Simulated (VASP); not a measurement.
# Fe (Fmmm) in VASP: notebook

Aim: see how the results for Fe move with the level of theory and the settings. Levels: PBE, LDA, r2SCAN. Tasks: single point.

Everything below comes from runs of VASP 6.6.1. Logs are shortened: lines on timing, memory, paths and dates and some standing lists are left out, and cuts for length are marked.

### 1 The cell of the first run

It takes space group Fmmm (No. 69, orthorhombic). The conventional cell has a = 2.997 Å, b = 3.883 Å, c = 3.930 Å, α = 90.00°, β = 90.00°, γ = 90.00°. Within 3.2 Å of Fe (site symmetry mmm) lie 14 Fe at 2.45 to 3.00 Å.

### 2 Single point, PBE, collinear spin, ferromagnetic start

Input file INCAR:

```
PREC = Accurate
ENCUT = 520
EDIFF = 1E-6
ISMEAR = -1
SIGMA = 0.05
LREAL = False
LASPH = True
NELM = 150
ALGO = Normal
ISIF = 2
LWAVE = False
LCHARG = True
ISPIN = 2
MAGMOM = -2.74
LORBIT = 11
LMAXMIX = 4
GGA = PE
LELF = True
LVHAR = True
NBANDS = 14
```

Input file KPOINTS:

```
regular mesh
0
Gamma
  13 13 13
```

Input file POSCAR:

```
Fe
1.0
    0.0000000000      1.9417396906      1.9651051623
    1.4984397099      0.0000000000      1.9651051623
    1.4984397099      1.9417396906      0.0000000000
Fe
1
Direct
    0.0000000000      0.0000000000      0.0000000000
```

Potentials or basis: VASP PAW PBE potentials, release 64 (Fe).

The run is started by

```sh
$ cat potpaw_PBE.64/Fe/POTCAR > POTCAR
$ mpirun -np 1 vasp_std > vasp.out
```

OUTCAR:

```text
PREC = Accurate
   ENCUT = 520
   EDIFF = 1E-6
   ISMEAR = -1
   LREAL = False
   LASPH = True
   NELM = 150
   ISIF = 2
   ISPIN = 2
   LORBIT = 11
   GGA = PE

 ion  position               nearest neighbor table
   1  0.000  0.000  0.000-

  LATTYP: Found a face centered orthorhombic cell.
 ALAT       =     2.9968794198
 B/A-ratio  =     1.2958410524
 C/A-ratio  =     1.3114342535

  Lattice vectors:

 A1 = (   0.0000000000,   1.9417396906,   1.9651051623)
 A2 = (   1.4984397099,   0.0000000000,   1.9651051623)
 A3 = (   1.4984397099,   1.9417396906,   0.0000000000)

Analysis of symmetry for initial positions (statically):
=====================================================================
 Subroutine PRICEL returns:
 Original cell was already a primitive cell.

 Routine SETGRP: Setting up the symmetry group for a
 face centered orthorhombic supercell.

 Subroutine GETGRP returns: Found  8 space group operations
 (whereof  8 operations were pure point group operations)
 out of a pool of  8 trial point group operations.

The static configuration has the point symmetry D_2h.

Analysis of symmetry for dynamics (positions and initial velocities):
=====================================================================
 Subroutine PRICEL returns:
 Original cell was already a primitive cell.

 Routine SETGRP: Setting up the symmetry group for a
 face centered orthorhombic supercell.

 Subroutine GETGRP returns: Found  8 space group operations
 (whereof  8 operations were pure point group operations)
 out of a pool of  8 trial point group operations.

The dynamic configuration has the point symmetry D_2h.

Analysis of structural, dynamic, and magnetic symmetry:
=====================================================================
 Subroutine PRICEL returns:
 Original cell was already a primitive cell.

 Routine SETGRP: Setting up the symmetry group for a
 face centered orthorhombic supercell.

 Subroutine GETGRP returns: Found  8 space group operations
 (whereof  8 operations were pure point group operations)
 out of a pool of  8 trial point group operations.

The overall configuration has the point symmetry D_2h.

 Subroutine INISYM returns: Found  8 space group operations
 (whereof  8 operations are pure point group operations),
 and found     1 'primitive' translations

----------------------------------------------------------------------------------------

                                     Primitive cell

  volume of cell :      11.4353

  direct lattice vectors                    reciprocal lattice vectors
     0.000000000  1.941739691  1.965105162    -0.333680426  0.257501045  0.254439309
     1.498439710  0.000000000  1.965105162     0.333680426 -0.257501045  0.254439309
[... 118 lines left out ...]
 NGX is ok and might be reduce to    24
   NGX = 11   NGY =  9   NGZ =  9

 number of electron       8.0000000 magnetization      -2.1958113

 Free energy of the ion-electron system (eV)
  ---------------------------------------------------
  ext. energy  EPLUGINS =         0.00000000
  ---------------------------------------------------
  free energy    TOTEN  =        -8.22598104 eV

  energy without entropy =       -8.21652145  energy(sigma->0) =       -8.22125125

 E-fermi :   5.7890     XC(G=0): -13.0783

 val. band max:        5.7857769544   @ k =  -0.1538   0.3077   0.2308
 cond. band min:       5.7910569811   @ k =  -0.3846   0.1538   0.0769
 fundamental gap:      0.0052800267
 Fermi energy:         5.7889873538

 spin component 1

 k-point     1 :       0.0000    0.0000    0.0000
  band No.  band energies     occupation
      1      -2.4716      1.00000
      2       5.1603      1.00000
      3       5.3106      0.99993
      4       5.8072      0.41008
      5       7.0699      0.00000
      6       7.6824      0.00000
      7      29.3513      0.00000
      8      30.8967      0.00000
      9      31.1952      0.00000
     10      35.6361      0.00000
     11      36.3746      0.00000
     12      37.6634      0.00000
     13      37.7777      0.00000
     14      37.8597      0.00000
[... 379 lines left out ...]
      3       4.7177      1.00000
      4       6.9307      0.00000
      5       7.8433      0.00000
      6       8.8448      0.00000
      7      16.4847      0.00000
      8      21.8936      0.00000
      9      26.5067      0.00000
     10      31.8390      0.00000
     11      35.3102      0.00000
     12      38.8602      0.00000
     13      44.8364      0.00000
     14      46.9305      0.00000

 [... further k-points ...]

 spin component 2

 k-point     1 :       0.0000    0.0000    0.0000
  band No.  band energies     occupation
      1      -2.6366      1.00000
      2       3.3344      1.00000
      3       3.4221      1.00000
      4       3.7474      1.00000
      5       4.4407      1.00000
      6       4.8250      1.00000
      7      29.6375      0.00000
      8      31.1136      0.00000
      9      31.3726      0.00000
     10      35.2879      0.00000
     11      36.3598      0.00000
     12      36.6130      0.00000
     13      37.1441      0.00000
     14      37.2353      0.00000
[... 379 lines left out ...]
      3       3.4209      1.00000
      4       4.4653      1.00000
      5       5.1936      0.99999
      6       7.0650      0.00000
      7      15.5237      0.00000
      8      21.3582      0.00000
      9      26.0077      0.00000
     10      31.6659      0.00000
     11      34.9309      0.00000
     12      38.3563      0.00000
     13      44.6952      0.00000
     14      46.3255      0.00000

 [... further k-points ...]
[... 5 lines left out ...]
  --------------------------------------------------------------------------------------
  -------------------------------------------------------------------------------------
  Total       -0.4565960      0.1415685      0.0420312      0.0000000      0.0000000      0.0000000
  in kB      -63.9729908     19.8349467      5.8889282      0.0000000      0.0000000      0.0000000
  external PRESSURE =     -12.7497053 kB  Pullay stress =       0.0000000 kB

 VOLUME and BASIS-vectors are now :
 -----------------------------------------------------------------------------
  energy-cutoff  :      520.00
  volume of cell :       11.44
      direct lattice vectors                 reciprocal lattice vectors
     0.000000000  1.941739691  1.965105162    -0.333680426  0.257501045  0.254439309
     1.498439710  0.000000000  1.965105162     0.333680426 -0.257501045  0.254439309
     1.498439710  1.941739691  0.000000000     0.333680426  0.257501045 -0.254439309

 POSITION                                       TOTAL-FORCE (eV/Angst)
 -----------------------------------------------------------------------------------
      0.00000      0.00000      0.00000         0.000000      0.000000      0.000000
 -----------------------------------------------------------------------------------
    total drift:                                0.000000     -0.000000      0.000000

  FREE ENERGIE OF THE ION-ELECTRON SYSTEM (eV)
  ---------------------------------------------------
  free  energy   TOTEN  =        -8.2259810376 eV

  energy  without entropy=       -8.2165214545  energy(sigma->0) =       -8.22125125

 total charge

# of ion       s       p       d       tot
------------------------------------------
    1        0.485   0.535   6.236   7.256

 magnetization (x)

# of ion       s       p       d       tot
------------------------------------------
    1        0.015   0.055  -2.264  -2.194
```

Run time: 3.1 min. Hardware: 1 thread of AMD EPYC 7R43 (Zen 3), shared host; peak memory 0.16 GiB.

Results:

- Free energy: -8.2260 eV
- Pressure: -1.3 GPa
- Net moment: -2.20 μB per cell
- Site moments: Fe -2.19 μB
- Valence electrons inside the program's atomic spheres: Fe 7.26

Levels at points of the mesh, in eV from the Fermi level:
Spin up:
```tsv
k point	band 1	band 2	band 3	band 4	band 5	band 6
(0.00, 0.00, 0.00)	-8.26	-0.63	-0.48	0.02	1.28	1.89
```
Spin down:
```csv
k point,band 1,band 2,band 3,band 4,band 5,band 6,band 7,band 8,band 9,band 10
"(0.00, 0.00, 0.00)",-8.43,-2.45,-2.37,-2.04,-1.35,-0.96,23.85,25.32,25.58,29.50
```

### 3 Single point, LDA, collinear spin, ferromagnetic start

Input file INCAR:

```
ALGO = Normal ; EDIFF = 1E-6
ENCUT = 520 ; GGA = CA
ISIF = 2 ; ISMEAR = 0
ISPIN = 2 ; LASPH = T
LCHARG = T ; LELF = T
LMAXMIX = 4 ; LORBIT = 11
LREAL = F ; LVHAR = T
LWAVE = F ; MAGMOM = 3
NBANDS = 14 ; NELM = 150
PREC = Accurate ; SIGMA = 0.02
```

Input file KPOINTS:

```
k-points
0
Gamma
  13 13 13
```

POSCAR is that of step 2.

Potentials or basis: VASP PAW LDA potentials, release 64 (Fe).

The run is started by

```sh
$ cat potpaw_LDA.64/Fe/POTCAR > POTCAR
$ mpirun -np 1 vasp_std > vasp.out
```

Run time: 30 s. Hardware: 1 thread of Intel Xeon 6975P-C (Granite Rapids), shared host; peak memory 0.19 GiB.

It converged, with:

```yaml
Free_energy: -9.1334 eV
Pressure: -19.6 GPa
Net_moment: 2.11 μB per cell
Site_moments: Fe +2.08 μB
Valence_electrons_inside_the_program's_atomic_spheres: Fe 7.27
```

Stress tensor (GPa, compression positive):
```
-25.34   0.00   0.00
  0.00 -16.00   0.00
  0.00   0.00 -17.35
```

Levels at points of the mesh, in eV from the Fermi level:
Spin up:
```csv
k point,band 1,band 2,band 3,band 4,band 5,band 6,band 7,band 8,band 9,band 10
"(0.00, 0.00, 0.00)",-8.53,-2.45,-2.35,-1.98,-1.20,-0.80,23.68,25.17,25.42,29.39
```
Spin down:
```csv
k point,band 1,band 2,band 3,band 4,band 5,band 6,band 7
"(0.00, 0.00, 0.00)",-8.15,-0.78,-0.65,-0.18,0.93,1.48,23.83
```

### 4 Single point, r2SCAN, collinear spin, ferromagnetic start

This run uses another cell than the first one, of 12.12 Å³/atom, 1.060 times its volume.

Input file POSCAR:

```
Fe
1.0
    0.0000000000      1.9798226863      2.0036464209
    1.5278283418      0.0000000000      2.0036464209
    1.5278283418      1.9798226863      0.0000000000
Fe
1
Direct
    0.0000000000      0.0000000000      0.0000000000
```

Input file INCAR.step1:

```
  ALGO = Normal
  EDIFF = 1E-4
  ENCUT = 520
  GGA = PE
  ISMEAR = -1
  ISPIN = 2
  LASPH = T
  LCHARG = F
  LMAXMIX = 4
  LREAL = F
  LWAVE = T
  MAGMOM = 3
  NBANDS = 14
  NELM = 150
  PREC = Accurate
  SIGMA = 0.05
```

Input file INCAR.step2:

```
  ALGO = Normal
  EDIFF = 1E-6
  ENCUT = 520
  ISIF = 2
  ISMEAR = -1
  ISPIN = 2
  ISTART = 1
  LASPH = T
  LCHARG = F
  LMAXMIX = 4
  LMIXTAU = T
  LORBIT = 11
  LREAL = F
  LWAVE = F
  MAGMOM = 3
  METAGGA = R2SCAN
  NBANDS = 14
  NELM = 150
  PREC = Accurate
  SIGMA = 0.05
```

KPOINTS is that of step 3.

Potentials or basis: VASP PAW PBE potentials, release 64 (Fe).

The run is started by

```sh
$ cat potpaw_PBE.64/Fe/POTCAR > POTCAR
$ cp INCAR.step1 INCAR
$ mpirun -np 1 vasp_std > vasp.out
$ cp INCAR.step2 INCAR
$ mpirun -np 1 vasp_std > vasp.out
```

OUTCAR:

```text
EDIFF = 1E-6
   ENCUT = 520
   ISIF = 2
   ISMEAR = -1
   ISPIN = 2
   ISTART = 1
   LASPH = T
   LORBIT = 11
   LREAL = F
   METAGGA = R2SCAN
   NELM = 150
   PREC = Accurate

 ion  position               nearest neighbor table
   1  0.000  0.000  0.000-

  LATTYP: Found a face centered orthorhombic cell.
 ALAT       =     3.0556566836
 B/A-ratio  =     1.2958410524
 C/A-ratio  =     1.3114342535

  Lattice vectors:

 A1 = (   0.0000000000,   1.9798226863,   2.0036464209)
[... 1024 lines left out ...]
  --------------------------------------------------------------------------------------
  -------------------------------------------------------------------------------------
  Total       -0.6294430     -0.2226244     -0.3002928      0.0000000      0.0000000      0.0000000
  in kB      -83.1984113    -29.4260138    -39.6920488      0.0000000      0.0000000      0.0000000
  external PRESSURE =     -50.7721580 kB  Pullay stress =       0.0000000 kB

 VOLUME and BASIS-vectors are now :
 -----------------------------------------------------------------------------
  energy-cutoff  :      520.00
  volume of cell :       12.12
      direct lattice vectors                 reciprocal lattice vectors
     0.000000000  1.979822686  2.003646421    -0.327261896  0.252547869  0.249545027
     1.527828342  0.000000000  2.003646421     0.327261896 -0.252547869  0.249545027
     1.527828342  1.979822686  0.000000000     0.327261896  0.252547869 -0.249545027

 POSITION                                       TOTAL-FORCE (eV/Angst)
 -----------------------------------------------------------------------------------
      0.00000      0.00000      0.00000        -0.000000      0.000000      0.000000
 -----------------------------------------------------------------------------------
    total drift:                                0.000000      0.000000      0.000000

  FREE ENERGIE OF THE ION-ELECTRON SYSTEM (eV)
  ---------------------------------------------------
  free  energy   TOTEN  =       -14.3487618895 eV

  energy  without entropy=      -14.3424651938  energy(sigma->0) =      -14.34561354

 total charge

# of ion       s       p       d       tot
------------------------------------------
    1        0.469   0.525   6.151   7.144

 magnetization (x)

# of ion       s       p       d       tot
------------------------------------------
    1       -0.012  -0.111   2.871   2.749
```

It took 7.3 min on 1 thread of Intel Xeon Platinum 8259CL at 2.50GHz (Skylake/Cascade Lake), shared host; peak memory 0.21 GiB.

What came out:

```yaml
Free_energy: -14.3488 eV
Pressure: -5.1 GPa
Net_moment: 2.67 μB per cell
Site_moments: Fe +2.75 μB
Valence_electrons_inside_the_program's_atomic_spheres: Fe 7.14
```

Levels at points of the mesh, in eV from the Fermi level:
Spin up:
| k point | band 3 | band 4 | band 5 | band 6 | band 7 | band 8 |
| --- | --- | --- | --- | --- | --- | --- |
| (0.00, 0.00, 0.00) | -3.15 | -2.89 | -2.18 | -1.85 | 24.21 | 25.60 |
Spin down:
```tsv
k point	band 1	band 2	band 3	band 4	band 5	band 6
(0.00, 0.00, 0.00)	-9.03	0.05	0.22	0.81	2.08	2.81
```

Caveat: the PAW data sets were made with another functional, which shifts forces and pressure a little.

### 5 Summary

| level | potentials or basis | cell | smearing | gap on the mesh (eV) | pressure (GPa) | moment (μB) |
| --- | --- | --- | --- | --- | --- | --- |
| PBE | VASP PAW PBE potentials, release 64 (Fe) | a = 2.763, b = 2.471, c = 2.453 Å, angles 68.3, 56.2, 55.6°, 1 atom | fermi-dirac 0.05 eV | none | -1.3 | 2.20 |
| LDA | VASP PAW LDA potentials, release 64 (Fe) | a = 2.763, b = 2.471, c = 2.453 Å, angles 68.3, 56.2, 55.6°, 1 atom | gaussian 0.02 eV | none | -19.6 | 2.11 |
| r2SCAN | VASP PAW PBE potentials, release 64 (Fe) | a = 2.817, b = 2.520, c = 2.501 Å, angles 68.3, 56.2, 55.6°, 1 atom | fermi-dirac 0.05 eV | none | -5.1 | 2.67 |

Alike in all rows: task single point; spin collinear, ferromagnetic start; k mesh 13 × 13 × 13; cutoff (eV) 520.

Caveats: the PAW data sets were made with another functional, which shifts forces and pressure a little (some runs).

Total energies depend on the potentials used, so only differences within one code and one set of settings carry meaning.
